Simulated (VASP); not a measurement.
Here is a VASP 6.6.1 calculation.

INCAR

```
  ALGO = Normal
  EDIFF = 1E-6
  ENCUT = 520
  GGA = PE
  ISIF = 2
  ISMEAR = 0
  LASPH = T
  LCHARG = F
  LREAL = F
  LWAVE = F
  NBANDS = 26
  NELM = 80
  PREC = Accurate
  SIGMA = 0.05
```

KPOINTS

```
k-points
0
Gamma
  8 8 3
```

The input POSCAR:

```
AlN
1.0
   -3.1302395629      0.0000000000      0.0000000000
   -1.5651197814     -2.7108669814      0.0000000000
    0.0000000000      0.0000000000     16.0359593112
Al N
4 4
Direct
    0.3333333333      0.3333333333      0.4096844436
    0.3333333333      0.3333333333      0.0967639904
    0.6666666667      0.6666666667      0.5661446702
    0.6666666667      0.6666666667      0.2532242170
    0.3333333333      0.3333333333      0.5290769161
    0.3333333333      0.3333333333      0.2161564628
    0.6666666667      0.6666666667      0.0596962362
    0.6666666667      0.6666666667      0.3726166894
```

Potentials or basis: VASP PAW PBE potentials, release 64 (Al, N).

Command:

```bash
$ cat potpaw_PBE.64/Al/POTCAR potpaw_PBE.64/N/POTCAR > POTCAR
$ mpirun -np 1 vasp_std > vasp.out
```

(1) Predict the largest force.

(2) What does it give for the band gap on the k mesh?

(3) Estimate the pressure.

Answers

(1) 2.163 eV/Å.

(2) zero (band 16 reaches 2.72 eV, above the bottom of band 17 at 2.46 eV).

(3) -1.0 GPa.

Caveat: forces of over 1 eV/Å act on the atoms, so gaps and moduli don't describe the material at rest.
